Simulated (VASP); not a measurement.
# SiF (R-3m) in VASP: a series of runs

Aim: see how the results for SiF move with the level of theory and the settings. Levels: HSE06, PBE-based screened hybrid with 25 % exact exchange. Tasks: single point.

Everything below comes from runs of VASP 6.6.1. Logs are shortened: lines on timing, memory, paths and dates and some standing lists are left out, and cuts for length are marked.

### 1 The cell of the first run

Symmetry: R-3m, No. 166, trigonal system. The conventional cell has a = 2.677 Å, b = 2.677 Å, c = 11.695 Å, α = 90.00°, β = 90.00°, γ = 120.00°. Within 3.3 Å of Si (site symmetry -3m) lie 6 F at 2.49 Å and 6 Si at 2.68 Å. Within 3.3 Å of F (site symmetry -3m) lie 6 Si at 2.49 Å and 6 F at 2.68 Å.

### 2 Single point, HSE06

Contents of POSCAR:

```
SiF
1.0
    1.3386000000      0.7728400000      3.8983100000
   -1.3386000000      0.7728400000      3.8983100000
    0.0000000000     -1.5456800000      3.8983100000
Si F
1 1
Direct
    0.5000000000      0.5000000000      0.5000000000
    0.0000000000      0.0000000000      0.0000000000
```

Contents of INCAR.step1:

```
SYSTEM = SiF
PREC = Accurate
ENCUT = 520
EDIFF = 1E-5
ISMEAR = -1
SIGMA = 0.05
LREAL = .FALSE.
LASPH = .TRUE.
NELM = 60
ALGO = Normal
ISIF = 2
LWAVE = .TRUE.
LCHARG = .FALSE.
NBANDS = 12
GGA = PE
```

Contents of INCAR.step2:

```
SYSTEM = SiF
PREC = Accurate
ENCUT = 520
EDIFF = 1E-7
ISMEAR = -1
SIGMA = 0.05
LREAL = .FALSE.
LASPH = .TRUE.
NELM = 60
ALGO = Normal
ISIF = 2
LWAVE = .FALSE.
LCHARG = .FALSE.
GGA = PE
LHFCALC = .TRUE.
HFSCREEN = 0.2079
PRECFOCK = Normal
NBANDS = 12
ISTART = 1
```

Contents of KPOINTS:

```
Automatic mesh
0
G
  6 6 6
  0 0 0
```

Potentials or basis: VASP PAW PBE potentials, release 64 (Si, F).

The run is started by

```
cat potpaw_PBE.64/Si/POTCAR potpaw_PBE.64/F/POTCAR > POTCAR
cp INCAR.step1 INCAR
mpirun -np 1 vasp_std > vasp.out
cp INCAR.step2 INCAR
mpirun -np 1 vasp_std > vasp.out
```

OUTCAR:

```text
SYSTEM = SiF
   PREC = Accurate
   ENCUT = 520
   EDIFF = 1E-7
   ISMEAR = -1
   LREAL = .FALSE.
   LASPH = .TRUE.
   NELM = 60
   ISIF = 2
   GGA = PE
   LHFCALC = .TRUE.
   HFSCREEN = 0.2079
   PRECFOCK = Normal
   ISTART = 1

 ion  position               nearest neighbor table
   1  0.500  0.500  0.500-   2 2.49   2 2.49   2 2.49   2 2.49   2 2.49   2 2.49
   2  0.000  0.000  0.000-   1 2.49   1 2.49   1 2.49   1 2.49   1 2.49   1 2.49

  LATTYP: Found a trigonal (rhomboedric) cell.
 ALAT       =     4.1935608356
 COS(alpha) =     0.7962180369

  Lattice vectors:

 A1 = (   1.3386000000,   0.7728400000,   3.8983100000)
 A2 = (  -1.3386000000,   0.7728400000,   3.8983100000)
 A3 = (   0.0000000000,  -1.5456800000,   3.8983100000)

Analysis of symmetry for initial positions (statically):
=====================================================================
 Subroutine PRICEL returns:
 Original cell was already a primitive cell.

 Routine SETGRP: Setting up the symmetry group for a
 trigonal (rhombohedral) supercell.

 Subroutine GETGRP returns: Found 12 space group operations
 (whereof 12 operations were pure point group operations)
 out of a pool of 12 trial point group operations.

The static configuration has the point symmetry D_3d.

Analysis of symmetry for dynamics (positions and initial velocities):
=====================================================================
 Subroutine PRICEL returns:
 Original cell was already a primitive cell.

 Routine SETGRP: Setting up the symmetry group for a
 trigonal (rhombohedral) supercell.

 Subroutine GETGRP returns: Found 12 space group operations
 (whereof 12 operations were pure point group operations)
 out of a pool of 12 trial point group operations.

The dynamic configuration has the point symmetry D_3d.

 Subroutine INISYM returns: Found 12 space group operations
 (whereof 12 operations are pure point group operations),
 and found     1 'primitive' translations

----------------------------------------------------------------------------------------

                                     Primitive cell

  volume of cell :      24.1974

  direct lattice vectors                    reciprocal lattice vectors
     1.338600000  0.772840000  3.898310000     0.373524578  0.215654814  0.085507139
    -1.338600000  0.772840000  3.898310000    -0.373524578  0.215654814  0.085507139
     0.000000000 -1.545680000  3.898310000     0.000000000 -0.431309629  0.085507139

  length of vectors
     4.193560836  4.193560836  4.193560244     0.439703400  0.439703400  0.439703839

  position of ions in fractional coordinates (direct lattice)
     0.500000000  0.500000000  0.500000000
     0.000000000  0.000000000  0.000000000

  ion indices of the primitive-cell ions
   primitive index   ion index
                 1           1
                 2           2

----------------------------------------------------------------------------------------

 KPOINTS: Automatic mesh

Automatic generation of k-mesh.
 Grid dimensions read from file:
 generate k-points for:    6    6    6

 Generating k-lattice:

  Cartesian coordinates                     Fractional coordinates (reciprocal lattice)
     0.062254096  0.035942469  0.014251190     0.166666667  0.000000000  0.000000000
    -0.062254096  0.035942469  0.014251190     0.000000000  0.166666667  0.000000000
     0.000000000 -0.071884938  0.014251190     0.000000000  0.000000000  0.166666667

  Length of vectors
     0.073283900  0.073283900  0.073283973

  Shift w.r.t. Gamma in fractional coordinates (k-lattice)
     0.000000000  0.000000000  0.000000000

 Subroutine IBZKPT returns following result:
 ===========================================

 Found     32 irreducible k-points:

 Following reciprocal coordinates:
            Coordinates               Weight
  0.000000  0.000000  0.000000      1.000000
  0.166667  0.000000 -0.000000      6.000000
  0.333333  0.000000 -0.000000      6.000000
  0.500000  0.000000 -0.000000      3.000000
  0.166667  0.166667 -0.000000      6.000000
  0.333333  0.166667 -0.000000     12.000000
[... 16 lines left out ...]
  0.500000  0.500000  0.166667      6.000000
 -0.333333  0.500000  0.166667     12.000000
 [... further k-points ...]
   k-points           NKPTS =     32   k-points in BZ     NKDIM =    216   number of bands    NBANDS=     12
   number of dos      NEDOS =    301   number of ions     NIONS =      2
   total plane-waves  NPLWV =  32768
   dimension x,y,z NGX =    32 NGY =   32 NGZ =   32
   dimension x,y,z NGXF=    64 NGYF=   64 NGZF=   64
   ions per type =               1   1
   NGX,Y,Z   is equivalent  to a cutoff of  12.69, 12.69, 12.69 a.u.
   NGXF,Y,Z  is equivalent  to a cutoff of  25.37, 25.37, 25.37 a.u.
 SYSTEM =  SiF
   PREC   = accura    normal or accurate (medium, high low for compatibility)
   ISTART =      1    job   : 0-new  1-cont  2-samecut
   ICHARG =      0    charge: 1-file 2-atom 10-const
   ISPIN  =      1    spin polarized calculation?
   LNONCOLLINEAR =      F non collinear calculations
   LSORBIT =      F    spin-orbit coupling
   LASPH  =      T    aspherical Exc in radial PAW
   ENCUT  =  520.0 eV  38.22 Ry    6.18 a.u.   7.80  7.80  7.80*2*pi/ulx,y,z
   NELM   =     60;   NELMIN=  2; NELMDL=  0     # of ELM steps
   EDIFF  = 0.1E-06   stopping-criterion for ELM
   LREAL  =      F    real-space projection
   EDIFFG = 0.1E-05   stopping-criterion for IOM
   NSW    =      0    number of steps for IOM
   IBRION =     -1    ionic relax: 0-MD 1-quasi-New 2-CG
   NFREE  =      0    steps in history (QN), initial steepest desc. (CG)
   ISIF   =      2    stress and relaxation
   ISYM   =      3    0-nonsym 1-usesym 2-fastsym
   POTIM  = 0.5000    time-step for ionic-motion
   TEBEG  =    0.0;   TEEND  =   0.0 temperature during run
   PSTRESS=    0.0 pullay stress
   NELECT =      11.0000    total number of electrons
   NUPDOWN=      -1.0000    fix difference up-down
   EMIN   =  10.00;   EMAX   =-10.00  energy-range for DOS
   EFERMI =   0.00;   METHOD = LEGACY
   ISMEAR =    -1;   SIGMA  =   0.05  broadening in eV -4-tet -1-fermi 0-gaus
   EFERMI_NEDOS =   21; number of points for ismear=-14 and -15
   IALGO  =     38    algorithm
   IMIX   =      1    mixing-type and parameters
     AMIX     =   0.40;   BMIX     =  1.00
     AMIX_MAG =   1.60;   BMIX_MAG =  1.00
  volume/ion in A,a.u.               =      12.10        81.65
  Fermi-wavevector in a.u.,A,eV,Ry     =   1.258780  2.378749 21.558788  1.584526
  Thomas-Fermi vector in A             =   2.392372
   LORBIT       =      0    0 simple, 1 ext, 2 COOP (PROOUT), +10 PAW based schemes
   GGA     = PE    functional components
   LHFCALC =     T    Hartree Fock is set to
   PRECFOCK=normal    Normal, Fast or Accurate (Low or Medium for compatibility)
   ENCUT4O =  -1.0   cutoff for four orbital integrals eV
   NKREDX  =     1    reduce k-point grid by
   NKREDY  =     1    reduce k-point grid by
   NKREDZ  =     1    reduce k-point grid by
   AEXX    =    0.2500 exact exchange contribution
   HFSCREEN=    0.2079 screening length (either q_TF or 0.3 A-1)
   HFSCREENC=   0.2079 screening length for correlation (either q_TF or 0.3 A-1)
   ENCUTFOCK=  -1.0 apply spherical cutoff to Coloumb kernel
   IVDW    =     0    specifies the selected vdW correction
   LEPSILON=     F    determine dielectric tensor
   LRPA    =     F    only Hartree local field effects (RPA)
 non-spin polarized calculation
  energy-cutoff  :      520.00
  volume of cell :       24.20
 maximum number of plane-waves:       664
  NGX = 24; NGY = 24; NGZ = 24

 number of electron      10.9999997 magnetization

 Free energy of the ion-electron system (eV)
  ---------------------------------------------------
  ext. energy  EPLUGINS =         0.00000000
  ---------------------------------------------------
  free energy    TOTEN  =       -10.87966342 eV

  energy without entropy =      -10.87514192  energy(sigma->0) =      -10.87740267

 E-fermi :   5.5949     XC(G=0):  -8.8841

 val. band max:        5.4884115605   @ k =   0.5000   0.1667  -0.0000
 cond. band min:       5.6419667538   @ k =  -0.1667   0.5000   0.1667
 fundamental gap:      0.1535551933
 Fermi energy:         5.5949099743

 k-point     1 :       0.0000    0.0000    0.0000
  band No.  band energies     occupation
      1     -20.3740      2.00000
      2      -5.7386      2.00000
      3      -2.0627      2.00000
      4       1.8688      2.00000
      5       1.8688      2.00000
      6      10.5885      0.00000
      7      15.1107      0.00000
      8      18.7488      0.00000
      9      18.7488      0.00000
     10      20.4738      0.00000
     11      20.4738      0.00000
     12      25.9876      0.00000

 k-point     2 :       0.1667    0.0000   -0.0000
  band No.  band energies     occupation
      1     -20.1800      2.00000
      2      -5.1855      2.00000
      3      -1.5525      2.00000
      4       1.1635      2.00000
      5       1.7065      2.00000
      6      10.3123      0.00000
      7      13.4388      0.00000
      8      16.1554      0.00000
      9      16.4706      0.00000
     10      20.1045      0.00000
     11      22.4402      0.00000
     12      24.2119      0.00000

 k-point     3 :       0.3333    0.0000   -0.0000
  band No.  band energies     occupation
      1     -19.7709      2.00000
      2      -3.7214      2.00000
      3      -0.7724      2.00000
      4       0.5310      2.00000
      5       1.3961      2.00000
      6       7.2442      0.00000
      7      10.4200      0.00000
      8      14.1193      0.00000
      9      16.5307      0.00000
     10      18.6253      0.00000
     11      20.9871      0.00000
     12      24.9856      0.00000
[... 286 lines left out ...]
 k-point    23 :       0.5000    0.5000    0.1667
  band No.  band energies     occupation
      1     -19.7380      2.00000
      2      -4.4446      2.00000
      3      -1.0570      2.00000
      4       1.3405      2.00000
      5       2.1007      2.00000
      6       7.1625      0.00000
      7      10.1928      0.00000
      8      14.5944      0.00000
      9      15.9259      0.00000
     10      17.9101      0.00000
     11      24.0430      0.00000
     12      24.2396      0.00000

 k-point    24 :      -0.3333    0.5000    0.1667
  band No.  band energies     occupation
      1     -19.5416      2.00000
      2      -2.5882      2.00000
      3      -1.4113      2.00000
      4       0.4261      2.00000
      5       2.3863      2.00000
      6       5.4071      1.95435
      7       9.3884      0.00000
      8      11.7141      0.00000
      9      16.1049      0.00000
     10      20.3255      0.00000
     11      20.6739      0.00000
     12      25.1057      0.00000

 [... further k-points ...]

------------------------ aborting loop because EDIFF is reached ----------------------------------------

  FORCE on cell =-STRESS in cart. coord.  units (eV):
  Direction    XX          YY          ZZ          XY          YZ          ZX
  --------------------------------------------------------------------------------------
  -------------------------------------------------------------------------------------
  Total       -0.4786049     -0.4786036     -0.4695571      0.0000000      0.0000000     -0.0000000
  in kB      -31.6898171    -31.6897294    -31.0907305      0.0000000      0.0000000     -0.0000000
  external PRESSURE =     -31.4900923 kB  Pullay stress =       0.0000000 kB

 VOLUME and BASIS-vectors are now :
 -----------------------------------------------------------------------------
  energy-cutoff  :      520.00
  volume of cell :       24.20
      direct lattice vectors                 reciprocal lattice vectors
     1.338600000  0.772840000  3.898310000     0.373524578  0.215654814  0.085507139
    -1.338600000  0.772840000  3.898310000    -0.373524578  0.215654814  0.085507139
     0.000000000 -1.545680000  3.898310000     0.000000000 -0.431309629  0.085507139

 POSITION                                       TOTAL-FORCE (eV/Angst)
 -----------------------------------------------------------------------------------
      0.00000      0.00000      5.84746         0.000000      0.000000     -0.000000
      0.00000      0.00000      0.00000         0.000000     -0.000000      0.000000
 -----------------------------------------------------------------------------------
    total drift:                               -0.000000      0.000000      0.000000

  FREE ENERGIE OF THE ION-ELECTRON SYSTEM (eV)
  ---------------------------------------------------
  free  energy   TOTEN  =       -10.8796634182 eV

  energy  without entropy=      -10.8751419160  energy(sigma->0) =      -10.87740267
```

It took 15 min on 1 thread of Intel Xeon 6975P-C (Granite Rapids), shared host; peak memory 0.28 GiB.

Results:

```yaml
Free_energy: -10.8797 eV
Pressure: -3.1 GPa
Band_gap_on_the_k_mesh: zero (an odd number of electrons rules out a gap without spin polarisation)
```

Caveat: the k points lie up to 0.46 Å⁻¹ apart, too coarse for converged energies and pressures of a metal; the PAW data sets were made with another functional, which shifts forces and pressure a little; an odd number of electrons without spin polarisation forces a metal; a magnetic or distorted state may lie lower.

(Part 1 of 2 ends here.)

The gap in the log of VASP goes by the Fermi energy; the results here count the filled bands.